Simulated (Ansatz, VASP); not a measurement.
## Two plane-wave programs on CaTi3

```
Ca Ti
1.0
     0.00000    3.45533    3.45533
     3.45533    0.00000    3.45533
     3.45533    3.45533    0.00000
Ca Ti
1 3
Direct
  0.00000 0.00000 0.00000
  0.25000 0.25000 0.25000
  0.75000 0.75000 0.75000
  0.50000 0.50000 0.50000
```

Change from the starting cell: species swapped into the Na3In type (Fm-3m, No. 225).

Alike in both runs: functional PBE; k mesh 4 × 4 × 4; occupations gaussian, width 0.1 eV; no spin polarisation.

Ansatz relaxed the structure, and its values are those at the end. VASP's run is a single point on that final structure, the one shown.

|  | VASP | Ansatz |
| --- | --- | --- |
| version | VASP 6.6.1 | Ansatz 0.2.0 |
| potentials or method | VASP PAW PBE potentials, release 64 (Ca_sv, Ti_sv), cutoff 500 eV | scalar-relativistic, plane waves, PAW |
| valence electrons in the cell | 46 | 46 |

|  | VASP | Ansatz | Ansatz less VASP |
| --- | --- | --- | --- |
| gap on the k mesh at the Fermi level (eV) | none | none | - |
| pressure (GPa) | -0.3 | -0.2 | +0.04 |

A gap of «none» marks a metal or a gap that the smearing closes.

The k mesh is coarse, so the values compare programs but aren't converged.
